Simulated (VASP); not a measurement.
Here is a VASP 6.6.1 calculation.

Contents of POSCAR:

```
BAs
1.0
    3.2971474313      0.0000000000      0.0000000000
   -1.6485737157      2.8554134355      0.0000000000
    0.0000000000      0.0000000000      8.5660777964
B As
2 2
Direct
    0.3333333333      0.6666666667      0.2500000000
    0.6666666667      0.3333333333      0.7500000000
    0.6666666667      0.3333333333      0.2500000000
    0.3333333333      0.6666666667      0.7500000000
```

The input INCAR.step1:

```
PREC = Accurate
ENCUT = 520
ISMEAR = 0
SIGMA = 0.01
LREAL = F
LASPH = T
NELM = 100
NBANDS = 16
GGA = PE
ALGO = Normal
EDIFF = 1E-4
LWAVE = T
LCHARG = F
```

The input INCAR.step2:

```
PREC = Accurate
ENCUT = 520
EDIFF = 1E-6
ISMEAR = 0
SIGMA = 0.01
LREAL = F
LASPH = T
NELM = 100
ALGO = Normal
ISIF = 2
LWAVE = F
LCHARG = F
METAGGA = R2SCAN
LMIXTAU = T
NBANDS = 16
ISTART = 1
```

File KPOINTS:

```
regular mesh
0
Gamma
  9 9 4
```

Potentials or basis: VASP PAW PBE potentials, release 64 (B, As).

Launch:

```sh
$ cat potpaw_PBE.64/B/POTCAR potpaw_PBE.64/As/POTCAR > POTCAR
$ cp INCAR.step1 INCAR
$ mpirun -np 1 vasp_std > vasp.out
$ cp INCAR.step2 INCAR
$ mpirun -np 1 vasp_std > vasp.out
```

Problem. Predict the band gap on the k mesh.

Solution. 0.90 eV, direct.

Problem. What does it give for the pressure?

Solution. 6.4 GPa.

Stress tensor (GPa, compression positive):
```
9.61 0.00 0.00
0.00 9.61 0.00
0.00 0.00 0.10
```

Caveat: the PAW data sets were made with another functional, which shifts forces and pressure a little. A k mesh can miss the band edges.
